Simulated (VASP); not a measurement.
# InO5 (P-62m) in VASP: single point with PBE

Aim: the single point of InO5 with PBE.

Program: VASP 6.6.1. These are calculated values, not measurements. Logs are shortened: lines on timing, memory, paths and dates and some standing lists are left out, and cuts for length are marked.

**1. The cell of the first run**

Symmetry: P-62m, No. 189, hexagonal system. The conventional cell has a = 4.907 Å, b = 4.907 Å, c = 4.529 Å, α = 90.00°, β = 90.00°, γ = 120.00°. Within 3.7 Å of In (site symmetry -62m) lie 12 O at 2.83 to 2.85 Å. O (site symmetry m2m) has 10 O at 2.76 to 3.00 Å and 2 In at 2.85 Å within 3.6 Å. O (site symmetry -6) has 9 O at 2.77 to 2.83 Å and 3 In at 2.83 Å within 3.6 Å.

**2. Single point, PBE**

Contents of INCAR:

```
  PREC = Accurate
  ENCUT = 520
  EDIFF = 1E-7
  ISMEAR = 0
  SIGMA = 0.1
  LREAL = F
  LASPH = T
  NELM = 80
  ALGO = Normal
  ISIF = 2
  LWAVE = F
  LCHARG = F
  GGA = PE
  NBANDS = 30
```

Contents of KPOINTS:

```
regular mesh
0
Gamma
  6 6 4
```

Contents of POSCAR:

```
InO5
1.0
    4.9066223100      0.0000000000      0.0000000000
   -2.4533111500      4.2492595700      0.0000000000
    0.0000000000      0.0000000000      4.5291682900
In O
1 5
Direct
    0.0000000000      0.0000000000      0.5000000000
    0.6475819900      0.0000000000      0.0000000000
    0.3524180100      0.3524180100      0.0000000000
    0.0000000000      0.6475819900      0.0000000000
    0.6666666700      0.3333333300      0.5000000000
    0.3333333300      0.6666666700      0.5000000000
```

Potentials or basis: VASP PAW PBE potentials, release 64 (In_d, O).

Started as:

```console
$ cat potpaw_PBE.64/In_d/POTCAR potpaw_PBE.64/O/POTCAR > POTCAR
$ mpirun -np 1 vasp_std > vasp.out
```

OUTCAR:

```text
PREC = Accurate
   ENCUT = 520
   EDIFF = 1E-7
   ISMEAR = 0
   LREAL = F
   LASPH = T
   NELM = 80
   ISIF = 2
   GGA = PE

 ion  position               nearest neighbor table
   1  0.000  0.000  0.500-   5 2.83   6 2.83   6 2.83   5 2.83   5 2.83   6 2.83   4 2.85   4 2.85
                             2 2.85   2 2.85   3 2.85   3 2.85
   2  0.648  0.000  0.000-   1 2.85   1 2.85
   3  0.352  0.352  0.000-   1 2.85   1 2.85
   4  0.000  0.648  0.000-   1 2.85   1 2.85
   5  0.667  0.333  0.500-   1 2.83   1 2.83   1 2.83
   6  0.333  0.667  0.500-   1 2.83   1 2.83   1 2.83

  LATTYP: Found a hexagonal cell.
 ALAT       =     4.9066223100
 C/A-ratio  =     0.9230725342

  Lattice vectors:

 A1 = (   4.9066223100,   0.0000000000,   0.0000000000)
 A2 = (  -2.4533111500,   4.2492595700,   0.0000000000)
 A3 = (   0.0000000000,   0.0000000000,   4.5291682900)

Analysis of symmetry for initial positions (statically):
=====================================================================
 Subroutine PRICEL returns:
 Original cell was already a primitive cell.

 Routine SETGRP: Setting up the symmetry group for a
 hexagonal supercell.

 Subroutine GETGRP returns: Found 12 space group operations
 (whereof 12 operations were pure point group operations)
 out of a pool of 24 trial point group operations.

The static configuration has the point symmetry D_3h.

Analysis of symmetry for dynamics (positions and initial velocities):
=====================================================================
 Subroutine PRICEL returns:
 Original cell was already a primitive cell.

 Routine SETGRP: Setting up the symmetry group for a
 hexagonal supercell.

 Subroutine GETGRP returns: Found 12 space group operations
 (whereof 12 operations were pure point group operations)
 out of a pool of 24 trial point group operations.

The dynamic configuration has the point symmetry D_3h.

 Subroutine INISYM returns: Found 12 space group operations
 (whereof 12 operations are pure point group operations),
 and found     1 'primitive' translations

----------------------------------------------------------------------------------------

                                     Primitive cell

  volume of cell :      94.4309

  direct lattice vectors                    reciprocal lattice vectors
     4.906622310  0.000000000  0.000000000     0.203806190  0.117667558  0.000000000
    -2.453311150  4.249259570  0.000000000     0.000000000  0.235335117  0.000000000
[... 92 lines left out ...]
   NSW    =      0    number of steps for IOM
   IBRION =     -1    ionic relax: 0-MD 1-quasi-New 2-CG
   NFREE  =      0    steps in history (QN), initial steepest desc. (CG)
   ISIF   =      2    stress and relaxation
   ISYM   =      2    0-nonsym 1-usesym 2-fastsym
   POTIM  = 0.5000    time-step for ionic-motion
   TEBEG  =    0.0;   TEEND  =   0.0 temperature during run
   PSTRESS=    0.0 pullay stress
   NELECT =      43.0000    total number of electrons
   NUPDOWN=      -1.0000    fix difference up-down
   EMIN   =  10.00;   EMAX   =-10.00  energy-range for DOS
   EFERMI =   0.00;   METHOD = LEGACY
   ISMEAR =     0;   SIGMA  =   0.10  broadening in eV -4-tet -1-fermi 0-gaus
   EFERMI_NEDOS =   21; number of points for ismear=-14 and -15
   IALGO  =     38    algorithm
   IMIX   =      4    mixing-type and parameters
     AMIX     =   0.40;   BMIX     =  1.00
     AMIX_MAG =   1.60;   BMIX_MAG =  1.00
  volume/ion in A,a.u.               =      15.74       106.21
  Fermi-wavevector in a.u.,A,eV,Ry     =   1.259485  2.380081 21.582942  1.586301
  Thomas-Fermi vector in A             =   2.393042
   LORBIT       =      0    0 simple, 1 ext, 2 COOP (PROOUT), +10 PAW based schemes
   GGA     = PE    functional components
   LHFCALC =     F    Hartree Fock is set to
   AEXX    =    0.0000 exact exchange contribution
   IVDW    =     0    specifies the selected vdW correction
   LEPSILON=     F    determine dielectric tensor
   LRPA    =     F    only Hartree local field effects (RPA)
 non-spin polarized calculation
 Gauss-broadening in eV      SIGMA  =   0.10
  energy-cutoff  :      520.00
  volume of cell :       94.43
 maximum number of plane-waves:      2562
   NGX = 19   NGY = 19   NGZ = 17

 number of electron      43.0000020 magnetization

 Free energy of the ion-electron system (eV)
  ---------------------------------------------------
  ext. energy  EPLUGINS =         0.00000000
  ---------------------------------------------------
  free energy    TOTEN  =       -16.74067885 eV

  energy without entropy =      -16.66670154  energy(sigma->0) =      -16.70369019

 E-fermi :  -0.5135     XC(G=0):  -9.3921

 val. band max:       -0.5153632006   @ k =   0.3333   0.3333   0.5000
 cond. band min:      -0.5031781496   @ k =   0.5000   0.0000   0.5000
 fundamental gap:      0.0121850510
 Fermi energy:        -0.5134501159

 k-point     1 :       0.0000    0.0000    0.0000
  band No.  band energies     occupation
      1     -17.1689      2.00000
      2     -16.0856      2.00000
      3     -15.9013      2.00000
      4     -15.9013      2.00000
      5     -15.8777      2.00000
      6     -13.8882      2.00000
[... 682 lines left out ...]
     29       7.1087      0.00000
     30      12.6521      0.00000

------------------------ aborting loop because EDIFF is reached ----------------------------------------

  FORCE on cell =-STRESS in cart. coord.  units (eV):
  Direction    XX          YY          ZZ          XY          YZ          ZX
  --------------------------------------------------------------------------------------
  -------------------------------------------------------------------------------------
  Total      -12.4610878    -12.4610878    -12.9662362     -0.0000000     -0.0000000      0.0000000
  in kB     -211.4229801   -211.4229804   -219.9936589     -0.0000002     -0.0000000      0.0000000
  external PRESSURE =    -214.2798731 kB  Pullay stress =       0.0000000 kB

 VOLUME and BASIS-vectors are now :
 -----------------------------------------------------------------------------
  energy-cutoff  :      520.00
  volume of cell :       94.43
      direct lattice vectors                 reciprocal lattice vectors
     4.906622310  0.000000000  0.000000000     0.203806190  0.117667558  0.000000000
    -2.453311150  4.249259570  0.000000000     0.000000000  0.235335117  0.000000000
     0.000000000  0.000000000  4.529168290     0.000000000  0.000000000  0.220791089

 POSITION                                       TOTAL-FORCE (eV/Angst)
 -----------------------------------------------------------------------------------
      0.00000      0.00000      2.26458        -0.000000      0.000000     -0.000000
      3.17744      0.00000      0.00000         0.282379      0.000000     -0.000000
      0.86459      1.49752      0.00000        -0.141190     -0.244548      0.000000
     -1.58872      2.75174      0.00000        -0.141190      0.244548     -0.000000
      2.45331      1.41642      2.26458         0.000000      0.000000     -0.000000
     -0.00000      2.83284      2.26458        -0.000000      0.000000     -0.000000
 -----------------------------------------------------------------------------------
    total drift:                               -0.000000     -0.000001      0.000000

  FREE ENERGIE OF THE ION-ELECTRON SYSTEM (eV)
  ---------------------------------------------------
  free  energy   TOTEN  =       -16.7406788506 eV

  energy  without entropy=      -16.6667015354  energy(sigma->0) =      -16.70369019
```

OSZICAR:

```text
N       E                     dE             d eps       ncg     rms          rms(c)
DAV:   1     0.435476512253E+03    0.43548E+03   -0.20990E+04  1268   0.158E+03
DAV:   2     0.288978568252E+02   -0.40658E+03   -0.39058E+03  1546   0.421E+02
DAV:   3    -0.164362102781E+02   -0.45334E+02   -0.43475E+02  1468   0.138E+02
DAV:   4    -0.183482722541E+02   -0.19121E+01   -0.18801E+01  1410   0.308E+01
DAV:   5    -0.184125172316E+02   -0.64245E-01   -0.64214E-01  1674   0.576E+00    0.766E+00
DAV:   6    -0.216077764324E+02   -0.31953E+01   -0.27401E+01  1910   0.201E+01    0.259E+01
DAV:   7    -0.169767703946E+02    0.46310E+01   -0.25305E+01  1632   0.974E+00    0.604E+00
DAV:   8    -0.167806519795E+02    0.19612E+00   -0.10731E+00  1596   0.379E+00    0.181E+00
DAV:   9    -0.167537773629E+02    0.26875E-01   -0.29765E-01  1520   0.243E+00    0.181E+00
DAV:  10    -0.167401447329E+02    0.13633E-01   -0.59718E-02  1762   0.925E-01    0.227E-01
DAV:  11    -0.167406673224E+02   -0.52259E-03   -0.39418E-03  1478   0.354E-01    0.199E-01
DAV:  12    -0.167406352759E+02    0.32047E-04   -0.10323E-03  1662   0.131E-01    0.699E-02
DAV:  13    -0.167406792447E+02   -0.43969E-04   -0.11853E-04  1476   0.592E-02    0.165E-02
DAV:  14    -0.167406786377E+02    0.60701E-06   -0.11554E-05  1726   0.241E-02    0.493E-03
DAV:  15    -0.167406788811E+02   -0.24346E-06   -0.12886E-06  1478   0.562E-03    0.270E-03
DAV:  16    -0.167406788506E+02    0.30490E-07   -0.16950E-07   974   0.195E-03
   1 F= -.16740679E+02 E0= -.16703690E+02  d E =-.739773E-01
```

Run time: 25 s. Hardware: 1 thread of Intel Xeon 6975P-C (Granite Rapids), shared host; peak memory 0.22 GiB.

Results:

* Free energy: -16.7407 eV
* Pressure: -21.4 GPa
* Largest force: 0.282 eV/Å

Forces in eV/Å, atoms in the order of the input:
```
In   0.000  0.000  0.000
O    0.282  0.000  0.000
O   -0.141 -0.245  0.000
O   -0.141  0.245  0.000
O    0.000  0.000  0.000
O    0.000  0.000  0.000
```

Stress tensor (GPa, compression positive):
```
-21.14   0.00   0.00
  0.00 -21.14   0.00
  0.00   0.00 -22.00
```

Caveat: spin-orbit coupling is left out, which moves the levels of the heavy elements; an odd number of electrons without spin polarisation forces a metal; a magnetic or distorted state may lie lower.
